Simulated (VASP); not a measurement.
Here is a VASP 6.6.1 calculation.

INCAR

```
PREC = Accurate ; ENCUT = 560
EDIFF = 1E-6 ; ISMEAR = 0
SIGMA = 0.15 ; LREAL = False
LASPH = True ; NELM = 120
ALGO = Normal ; ISIF = 2
LWAVE = False ; LCHARG = False
NBANDS = 14 ; GGA_COMPAT = False
```

File KPOINTS:

```
Automatic mesh
0
Gamma
  8 8 8
```

POSCAR

```
Ir
1.0
    0.0000000000      1.9197000000      2.0060865000
    1.9197000000      0.0000000000      2.0060865000
    1.9197000000      1.9197000000      0.0000000000
Ir
1
Direct
    0.0000000000      0.0000000000      0.0000000000
```

Potentials or basis: VASP PAW LDA potentials, release 64 (Ir_sv_GW).

Run with:

```sh
$ cat potpaw_LDA.64/Ir_sv_GW/POTCAR > POTCAR
$ mpirun -np 1 vasp_std > vasp.out
```

What does it give for the pressure?

-21.4 GPa.

What does it give for the band gap on the k mesh?

Zero (an odd number of electrons rules out a gap without spin polarisation).

Stress tensor (GPa, compression positive):
```
-16.87   0.00   0.00
  0.00 -16.87   0.00
  0.00   0.00 -30.53
```

Caveat: the cell differs from its parent crystal (strain +0.0450 x Voigt [0, 0, 1, 0, 0, 0]); the stress differs along the axes, from -31 to -17 GPa; spin-orbit coupling is left out, which moves the levels of the heavy elements.
